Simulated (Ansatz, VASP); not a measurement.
# SrO in VASP and in Ansatz

```
CELL_PARAMETERS angstrom
4.27003 0.00000 0.00000
-2.13501 3.69795 0.00000
0.00000 0.00000 5.14446
ATOMIC_POSITIONS crystal
Sr 0.33333 0.66667 0.25000
Sr 0.66667 0.33333 0.75000
O 0.66667 0.33333 0.25000
O 0.33333 0.66667 0.75000
```

Alike in both runs: task single point; functional r2SCAN; k mesh 6 × 6 × 4; no spin polarisation.

|  | VASP | Ansatz |
| --- | --- | --- |
| version | VASP 6.6.1 | Ansatz 0.2.0 |
| potentials or method | VASP PAW PBE potentials, release 64 (Sr_sv, O) | plane waves, PAW |
| plane-wave cutoff (eV) | 520 | 500 |
| occupations | gaussian, width 0.01 eV | fixed |
| valence electrons in the cell | 32 | 32 |

Ansatz gave:

- gap on the k mesh at the Fermi level (eV): 3.03
- pressure (GPa): 0.0

**Question.** Estimate VASP's values.

**Answer.** gap on the k mesh at the Fermi level (eV): 3.02; pressure (GPa): 0.5.

VASP's potentials were made for PBE, not for r2SCAN.
